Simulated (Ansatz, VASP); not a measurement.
## Sb in VASP and in Ansatz

```
Sb
1.0
     0.00000    2.32284    2.32284
     2.32284    0.00000    2.32284
     2.32284    2.32284    0.00000
Sb
1
Cartesian
  0.0000 0.0000 0.0000
```

Change from the starting cell: volume scaled by 0.94.

Alike in both runs: task single point; functional LDA; k mesh 10 × 10 × 10; occupations fermi-dirac, width 0.05 eV; no spin polarisation.

```csv
,VASP,Ansatz
version,VASP 6.6.1,Ansatz 0.2.0
potentials or method,"VASP PAW LDA potentials, release 64 (Sb), cutoff 520 eV","all-electron LAPW, scalar-relativistic"
```

VASP gave:

| Quantity | Value |
| --- | --- |
| gap on the k mesh at the Fermi level (eV) | none |
| pressure (GPa) | 1.8 |

Task: Which values does Ansatz return?

Result: gap on the k mesh at the Fermi level (eV): none; pressure (GPa): 1.7.

LDA's correlation is that of Perdew and Zunger in VASP and of Perdew and Wang (1992) in Ansatz. A gap of «none» marks a metal or a gap that the smearing closes. Ansatz ran all-electron here, and VASP with PAW potentials.

Spin-orbit coupling is off throughout.
